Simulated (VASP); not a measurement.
# Cu (P6_3/mmc) in VASP: notebook

Cu is run at these levels: PBEsol; tasks: single point.

Program: VASP 6.6.1. These are calculated values, not measurements. Logs are shortened: lines on timing, memory, paths and dates and some standing lists are left out, and cuts for length are marked.

## (1) The cell of the first run

The structure is hexagonal, space group P6_3/mmc (No. 194). Conventional cell: a = 2.529 Å, b = 2.529 Å, c = 8.112 Å, α = 90.00°, β = 90.00°, γ = 120.00°. Within 3.3 Å of Cu (site symmetry -3m) lie 12 Cu at 2.50 to 2.53 Å. Cu (site symmetry -6m2) has 12 Cu at 2.50 to 2.53 Å within 3.3 Å.

This isn't the form of Cu at room conditions, which is fcc.

## (2) Single point, PBEsol (uniaxial strain along c: -1.5 %)

The input, INCAR:

```
SYSTEM = Cu
PREC     = Accurate       ! precision mode
ENCUT    = 520            ! plane-wave cutoff, eV
EDIFF    = 1E-7           ! SCF threshold, eV
ISMEAR   = 0              ! smearing method
SIGMA    = 0.1            ! smearing width, eV
LREAL    = .False.        ! projectors in reciprocal space
LASPH    = .True.         ! aspherical terms in the spheres
NELM     = 60             ! most SCF steps
ALGO     = Fast           ! electronic algorithm
ISIF     = 2              ! what is computed and relaxed
LWAVE    = .False.        ! write WAVECAR
LCHARG   = .False.        ! write CHGCAR
GGA      = PS             ! functional
NBANDS   = 30             ! bands
```

The input, KPOINTS:

```
regular mesh
0
Gamma
  24 24 6
  0 0 0
```

The input, POSCAR:

```
Cu
1.0
    2.5292476726      0.0000000000      0.0000000000
   -1.2646238363      2.1903927369      0.0000000000
    0.0000000000      0.0000000000      8.1117259579
Cu
4
Direct
    0.0000000000      0.0000000000      0.0000000000
    0.3333333333      0.6666666667      0.2500000000
    0.0000000000      0.0000000000      0.5000000000
    0.6666666667      0.3333333333      0.7500000000
```

Potentials or basis: VASP PAW PBE potentials, release 64 (Cu).

Command:

```sh
cat potpaw_PBE.64/Cu/POTCAR > POTCAR
mpirun -np 1 vasp_std > vasp.out
```

OUTCAR:

```text
SYSTEM = Cu
   PREC = Accurate
   ENCUT = 520
   EDIFF = 1E-7
   ISMEAR = 0
   LREAL = .False.
   LASPH = .True.
   NELM = 60
   ISIF = 2
   GGA = PS

 ion  position               nearest neighbor table
   1  0.000  0.000  0.000-   2 2.50   4 2.50   2 2.50   4 2.50   4 2.50   2 2.50
   2  0.333  0.667  0.250-   1 2.50   3 2.50   1 2.50   3 2.50   1 2.50   3 2.50
   3  0.000  0.000  0.500-   2 2.50   4 2.50   2 2.50   4 2.50   4 2.50   2 2.50
   4  0.667  0.333  0.750-   1 2.50   3 2.50   1 2.50   3 2.50   1 2.50   3 2.50

  LATTYP: Found a hexagonal cell.
 ALAT       =     2.5292476726
 C/A-ratio  =     3.2071694859

  Lattice vectors:

 A1 = (   2.5292476726,   0.0000000000,   0.0000000000)
 A2 = (  -1.2646238363,   2.1903927369,   0.0000000000)
 A3 = (   0.0000000000,   0.0000000000,   8.1117259579)

Analysis of symmetry for initial positions (statically):
=====================================================================
 Subroutine PRICEL returns:
 Original cell was already a primitive cell.

 Routine SETGRP: Setting up the symmetry group for a
 hexagonal supercell.

 Subroutine GETGRP returns: Found 24 space group operations
 (whereof 12 operations were pure point group operations)
 out of a pool of 24 trial point group operations.

The static configuration has the point symmetry D_3d.
 The point group associated with its full space group is D_6h.

Analysis of symmetry for dynamics (positions and initial velocities):
=====================================================================
 Subroutine PRICEL returns:
 Original cell was already a primitive cell.

 Routine SETGRP: Setting up the symmetry group for a
 hexagonal supercell.

 Subroutine GETGRP returns: Found 24 space group operations
 (whereof 12 operations were pure point group operations)
 out of a pool of 24 trial point group operations.

The dynamic configuration has the point symmetry D_3d.
 The point group associated with its full space group is D_6h.

 Subroutine INISYM returns: Found 24 space group operations
 (whereof 12 operations are pure point group operations),
 and found     1 'primitive' translations

----------------------------------------------------------------------------------------

                                     Primitive cell

  volume of cell :      44.9393

  direct lattice vectors                    reciprocal lattice vectors
     2.529247673  0.000000000  0.000000000     0.395374487  0.228269566  0.000000000
    -1.264623836  2.190392737  0.000000000     0.000000000  0.456539133  0.000000000
     0.000000000  0.000000000  8.111725958     0.000000000  0.000000000  0.123278326

  length of vectors
     2.529247673  2.529247673  8.111725958     0.456539133  0.456539133  0.123278326

  position of ions in fractional coordinates (direct lattice)
     0.000000000  0.000000000  0.000000000
     0.333333333  0.666666667  0.250000000
     0.000000000  0.000000000  0.500000000
     0.666666667  0.333333333  0.750000000

  ion indices of the primitive-cell ions
   primitive index   ion index
                 1           1
                 2           2
                 3           3
                 4           4

----------------------------------------------------------------------------------------

 KPOINTS: regular mesh

Automatic generation of k-mesh.
 Grid dimensions read from file:
 generate k-points for:   24   24    6

 Generating k-lattice:

  Cartesian coordinates                     Fractional coordinates (reciprocal lattice)
     0.016473937  0.009511232  0.000000000     0.041666667  0.000000000  0.000000000
     0.000000000  0.019022464  0.000000000     0.000000000  0.041666667  0.000000000
     0.000000000  0.000000000  0.020546388     0.000000000  0.000000000  0.166666667

  Length of vectors
     0.019022464  0.019022464  0.020546388

  Shift w.r.t. Gamma in fractional coordinates (k-lattice)
     0.000000000  0.000000000  0.000000000

 Subroutine IBZKPT returns following result:
 ===========================================

 Found    244 irreducible k-points:

 Following reciprocal coordinates:
            Coordinates               Weight
  0.000000  0.000000  0.000000      1.000000
  0.041667  0.000000  0.000000      6.000000
  0.083333 -0.000000  0.000000      6.000000
  0.125000  0.000000  0.000000      6.000000
  0.166667 -0.000000  0.000000      6.000000
  0.208333 -0.000000  0.000000      6.000000
[... 16 lines left out ...]
  0.416667  0.041667  0.000000     12.000000
  0.458333  0.041667  0.000000     12.000000
 [... further k-points ...]
   k-points           NKPTS =    244   k-points in BZ     NKDIM =    244   number of bands    NBANDS=     30
   number of dos      NEDOS =    301   number of ions     NIONS =      4
   total plane-waves  NPLWV =  24000
   dimension x,y,z NGX =    20 NGY =   20 NGZ =   60
   dimension x,y,z NGXF=    40 NGYF=   40 NGZF=  120
   ions per type =               4
   NGX,Y,Z   is equivalent  to a cutoff of  13.15, 13.15, 12.30 a.u.
   NGXF,Y,Z  is equivalent  to a cutoff of  26.29, 26.29, 24.59 a.u.
 SYSTEM =  Cu
   PREC   = accura    normal or accurate (medium, high low for compatibility)
   ISTART =      0    job   : 0-new  1-cont  2-samecut
   ICHARG =      2    charge: 1-file 2-atom 10-const
   ISPIN  =      1    spin polarized calculation?
   LNONCOLLINEAR =      F non collinear calculations
   LSORBIT =      F    spin-orbit coupling
   LASPH  =      T    aspherical Exc in radial PAW
   ENCUT  =  520.0 eV  38.22 Ry    6.18 a.u.   4.70  4.70 15.08*2*pi/ulx,y,z
   NELM   =     60;   NELMIN=  2; NELMDL= -5     # of ELM steps
   EDIFF  = 0.1E-06   stopping-criterion for ELM
   LREAL  =      F    real-space projection
   EDIFFG = 0.1E-05   stopping-criterion for IOM
   NSW    =      0    number of steps for IOM
   IBRION =     -1    ionic relax: 0-MD 1-quasi-New 2-CG
   NFREE  =      0    steps in history (QN), initial steepest desc. (CG)
   ISIF   =      2    stress and relaxation
   ISYM   =      2    0-nonsym 1-usesym 2-fastsym
   POTIM  = 0.5000    time-step for ionic-motion
   TEBEG  =    0.0;   TEEND  =   0.0 temperature during run
   PSTRESS=    0.0 pullay stress
   NELECT =      44.0000    total number of electrons
   NUPDOWN=      -1.0000    fix difference up-down
   EMIN   =  10.00;   EMAX   =-10.00  energy-range for DOS
   EFERMI =   0.00;   METHOD = LEGACY
   ISMEAR =     0;   SIGMA  =   0.10  broadening in eV -4-tet -1-fermi 0-gaus
   EFERMI_NEDOS =   21; number of points for ismear=-14 and -15
   IALGO  =     68    algorithm
   IMIX   =      4    mixing-type and parameters
     AMIX     =   0.40;   BMIX     =  1.00
     AMIX_MAG =   1.60;   BMIX_MAG =  1.00
  volume/ion in A,a.u.               =      11.23        75.82
  Fermi-wavevector in a.u.,A,eV,Ry     =   1.625612  3.071961 35.954944  2.642614
  Thomas-Fermi vector in A             =   2.718706
   LORBIT       =      0    0 simple, 1 ext, 2 COOP (PROOUT), +10 PAW based schemes
   GGA     = PS    functional components
   LHFCALC =     F    Hartree Fock is set to
   AEXX    =    0.0000 exact exchange contribution
   IVDW    =     0    specifies the selected vdW correction
   LEPSILON=     F    determine dielectric tensor
   LRPA    =     F    only Hartree local field effects (RPA)
 non-spin polarized calculation
 RMM-DIIS sequential band-by-band and
 Gauss-broadening in eV      SIGMA  =   0.10
  energy-cutoff  :      520.00
  volume of cell :       44.94
 maximum number of plane-waves:      1234
 NGX is ok and might be reduce to    20
   NGX =  9   NGY =  9   NGZ = 31

 number of electron      43.9999999 magnetization

 Free energy of the ion-electron system (eV)
  ---------------------------------------------------
  ext. energy  EPLUGINS =         0.00000000
  ---------------------------------------------------
  free energy    TOTEN  =       -17.21052803 eV

  energy without entropy =      -17.20493938  energy(sigma->0) =      -17.20773371

 E-fermi :   8.0407     XC(G=0): -13.2017

 val. band max:        8.0226224447   @ k =   0.3750   0.1250   0.3333
 cond. band min:       8.0439688521   @ k =   0.3750   0.0833   0.0000
 fundamental gap:      0.0213464073
 Fermi energy:         8.0407206214

 k-point     1 :       0.0000    0.0000    0.0000
  band No.  band energies     occupation
      1      -1.7436      2.00000
      2       0.5038      2.00000
      3       0.5067      2.00000
      4       2.6860      2.00000
      5       4.6109      2.00000
      6       4.6228      2.00000
[... 22 lines left out ...]
     29      30.1179      0.00000
     30      30.2151      0.00000

 k-point     2 :       0.0417    0.0000    0.0000
  band No.  band energies     occupation
      1      -1.6860      2.00000
      2       0.5551      2.00000
      3       0.5579      2.00000
      4       2.7200      2.00000
      5       4.5732      2.00000
      6       4.6057      2.00000
[... 22 lines left out ...]
     29      29.3342      0.00000
     30      29.4291      0.00000

 k-point     3 :       0.0833   -0.0000    0.0000
  band No.  band energies     occupation
      1      -1.5140      2.00000
      2       0.7067      2.00000
      3       0.7095      2.00000
      4       2.8187      2.00000
      5       4.4837      2.00000
      6       4.5592      2.00000
[... 22 lines left out ...]
     29      28.2033      0.00000
     30      28.2392      0.00000

 k-point     4 :       0.1250    0.0000    0.0000
  band No.  band energies     occupation
      1      -1.2306      2.00000
      2       0.9517      2.00000
      3       0.9544      2.00000
      4       2.9716      2.00000
      5       4.3750      2.00000
      6       4.4930      2.00000
[... 22 lines left out ...]
     29      26.4190      0.00000
     30      26.4439      0.00000

 k-point     5 :       0.1667   -0.0000    0.0000
  band No.  band energies     occupation
      1      -0.8412      2.00000
      2       1.2761      2.00000
      3       1.2789      2.00000
      4       3.1584      2.00000
      5       4.2676      2.00000
      6       4.4108      2.00000
[... 22 lines left out ...]
     29      24.4964      0.00000
     30      24.5714      0.00000
[... 526 lines left out ...]
     29      21.6030      0.00000
     30      22.4800      0.00000

 k-point    22 :       0.3750    0.0417    0.0000
  band No.  band energies     occupation
      1       2.3249      2.00000
      2       2.8016      2.00000
      3       2.9043      2.00000
      4       3.4177      2.00000
      5       3.7928      2.00000
      6       3.8810      2.00000
[... 22 lines left out ...]
     29      21.0650      0.00000
     30      21.0974      0.00000

 k-point    23 :       0.4167    0.0417    0.0000
  band No.  band energies     occupation
      1       2.6068      2.00000
      2       2.8245      2.00000
      3       3.0601      2.00000
      4       3.3798      2.00000
      5       3.7550      2.00000
      6       3.8128      2.00000
[... 22 lines left out ...]
     29      19.7727      0.00000
     30      20.1393      0.00000

 k-point    24 :       0.4583    0.0417    0.0000
  band No.  band energies     occupation
      1       2.6945      2.00000
      2       2.8281      2.00000
      3       3.1718      2.00000
      4       3.3778      2.00000
      5       3.7340      2.00000
      6       3.7740      2.00000
[... 22 lines left out ...]
     29      18.7155      0.00000
     30      19.1253      0.00000

 [... further k-points ...]

------------------------ aborting loop because EDIFF is reached ----------------------------------------

  FORCE on cell =-STRESS in cart. coord.  units (eV):
  Direction    XX          YY          ZZ          XY          YZ          ZX
  --------------------------------------------------------------------------------------
  -------------------------------------------------------------------------------------
  Total        0.2084610      0.2084610      1.3586690      0.0000000      0.0000000      0.0000000
  in kB        7.4320518      7.4320518     48.4392761      0.0000000      0.0000000      0.0000000
  external PRESSURE =      21.1011266 kB  Pullay stress =       0.0000000 kB

 VOLUME and BASIS-vectors are now :
 -----------------------------------------------------------------------------
  energy-cutoff  :      520.00
  volume of cell :       44.94
      direct lattice vectors                 reciprocal lattice vectors
     2.529247673  0.000000000  0.000000000     0.395374487  0.228269566  0.000000000
    -1.264623836  2.190392737  0.000000000     0.000000000  0.456539133  0.000000000
     0.000000000  0.000000000  8.111725958     0.000000000  0.000000000  0.123278326

 POSITION                                       TOTAL-FORCE (eV/Angst)
 -----------------------------------------------------------------------------------
      0.00000      0.00000      0.00000         0.000000      0.000000     -0.000000
     -0.00000      1.46026      2.02793        -0.000000     -0.000000      0.000000
      0.00000      0.00000      4.05586         0.000000      0.000000     -0.000000
      1.26462      0.73013      6.08379         0.000000      0.000000     -0.000000
 -----------------------------------------------------------------------------------
    total drift:                                0.000000     -0.000000      0.000000

  FREE ENERGIE OF THE ION-ELECTRON SYSTEM (eV)
  ---------------------------------------------------
  free  energy   TOTEN  =       -17.2105280329 eV

  energy  without entropy=      -17.2049393784  energy(sigma->0) =      -17.20773371
```

Run time: 3.6 min. Hardware: 1 thread of Intel Xeon Platinum 8559C (Emerald Rapids), shared host; peak memory 0.33 GiB.

What came out:

```yaml
Free_energy: -17.2105 eV
Pressure: 2.1 GPa
Band_gap_on_the_k_mesh: zero (bands 22 and 23 overlap by 5.16 eV)
```

Stress tensor (GPa, compression positive):
```
0.74 0.00 0.00
0.00 0.74 0.00
0.00 0.00 4.84
```

Levels at points of the mesh, in eV from the Fermi level:
```
           k point  band 18  band 19  band 20  band 21  band 22  band 23  band 24  band 25  band 26  band 27
(0.00, 0.00, 0.00)    -2.23    -2.23    -2.02    -2.02    -1.71    -1.71    -1.02     4.25    13.32    13.32
(0.50, 0.00, 0.00)    -1.60    -1.57    -1.56    -0.79     0.29     0.93     1.51     4.76     4.78     8.81
(0.00, 0.00, 0.50)    -2.35    -2.35    -2.35    -1.85    -1.85    -1.85    -1.85     7.50     7.50    19.93
(0.50, 0.00, 0.50)    -1.70    -1.61    -1.61    -0.04    -0.04     1.31     1.31     5.29     5.29     7.23
```

Caveat: the cell differs from its parent crystal (uniaxial strain along c: -1.5 %); the PAW data sets were made with another functional, which shifts forces and pressure a little.

[end of part 1 of 2]

The gap in the log of VASP goes by the Fermi energy; the results here count the filled bands.